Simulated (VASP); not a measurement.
Runs of VASP 6.6.1 on Ge2SbO. The structure is that of space group P6_3/mmc (No. 194), or close to it. The cells are those of the table. 

| task | cell | k mesh | cutoff (eV) | gap on the mesh (eV) | pressure (GPa) | largest force (eV/Å) |
| --- | --- | --- | --- | --- | --- | --- |
| single point | a = 3.062, b = 3.062, c = 18.708 Å, angles 90.0, 90.0, 120.0°, 8 atoms | 12 × 12 × 2 | 520 | none | 0.1 | (a) |
| single point | a = 3.121, b = 3.121, c = 18.141 Å, angles 90.0, 90.0, 120.0°, 8 atoms | 6 × 6 × 2 | 520 | none | 0.1 | 0.03 |
| relaxation of cell and atoms | relaxed from a = 3.635, b = 3.635, c = 13.933 Å, angles 90.0, 90.0, 120.0°, 8 atoms | 6 × 6 × 2 | 600 | none | 0.0 | 0.03 |
| single point | a = 3.635, b = 3.635, c = 13.933 Å, angles 90.0, 90.0, 120.0°, 8 atoms | 6 × 6 × 2 | 520 | none | 15.2 | 5.54 |

Alike in all rows: level PBE; potentials or basis VASP PAW PBE potentials, release 64 (Ge_d, Sb, O); no spin polarisation; smearing gaussian 0.1 eV.

**Question.** Estimate the missing entries.

**Answer.** (a) 0.02.

Caveats: some runs use coarse meshes; spin-orbit coupling is left out, which moves the levels of the heavy elements; forces of over 1 eV/Å act on the atoms, so gaps and moduli don't describe the material at rest (some runs).

A k mesh can miss the band edges, and the runs leave out spin-orbit coupling on Ge, Sb.

A gap of «none» marks levels without a gap at the run's occupations.
